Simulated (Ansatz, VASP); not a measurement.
## Fe: VASP beside Ansatz

File INCAR:

```
SYSTEM = Fe
PREC = Accurate
ENCUT = 520
EDIFF = 1E-6
ISMEAR = -1
SIGMA = 0.05
LREAL = .False.
LASPH = .True.
NELM = 150
ALGO = Normal
ISIF = 2
LWAVE = .False.
LCHARG = .True.
ISPIN = 2
MAGMOM = 2.263
LORBIT = 11
LMAXMIX = 4
GGA = PS
LELF = .True.
LVHAR = .True.
NBANDS = 14
```

The input KPOINTS:

```
Automatic mesh
0
Gamma
  15 15 15
  0 0 0
```

File POSCAR:

```
Fe
1.0
    2.2975772252      0.0000000000      0.0000000000
    0.0000000000      2.2975772252      0.0000000000
    0.0000000000      0.0000000000      2.2975772252
Fe
1
Direct
    0.0000000000      0.0000000000      0.0000000000
```

Input for Ansatz:

```yaml
crystal:
  lattice:
    - [2.2975772252, 0.0, 0.0]
    - [0.0, 2.2975772252, 0.0]
    - [0.0, 0.0, 2.2975772252]
  atoms:
    - { symbol: Fe, position: [0.0, 0.0, 0.0], spin: 2.263 }
hamiltonian:
  xc: pbesol
  pseudopotentials:
    kind: paw
    azcp:
      Fe: "pseudopotentials/Fe.paw.azcp"
basis:
  ecutwfc: 420
  fft_grid_basis: typed
kpoints:
  mp_grid: { grid: [15, 15, 15], shift: [0, 0, 0] }
magnetization:
  spin_polarized: true
scf:
  occupations: { method: fermi_dirac, width: 0.05 }
  lower_state_search: "off"
output:
  stress: true
```

Alike in both runs: task single point; functional PBEsol; k mesh 15 × 15 × 15; occupations fermi-dirac, width 0.05 eV; collinear spin.

|  | VASP | Ansatz |
| --- | --- | --- |
| version | VASP 6.6.1 | Ansatz 0.2.0 |
| potentials or method | VASP PAW PBE potentials, release 64 (Fe), cutoff 520 eV | plane waves (420 eV) with PAW, scalar-relativistic |
| valence electrons in the cell | 8 | 16 |

```csv
,VASP,Ansatz,Ansatz less VASP
pressure (GPa),5.7,6.2,+0.57
net moment per atom (μB),2.24,2.24,-0.003
size of the moment on the site where the two differ most (μB),2.22,2.19,-0.023
```

VASP's potentials were made for PBE, not for PBEsol, and Ansatz warns of the same on its side. Site moments also hang on the region over which each program counts them. VASP's potentials hold 8 valence electrons a cell and Ansatz's 16, so a difference there can come from the potentials and not from the codes.
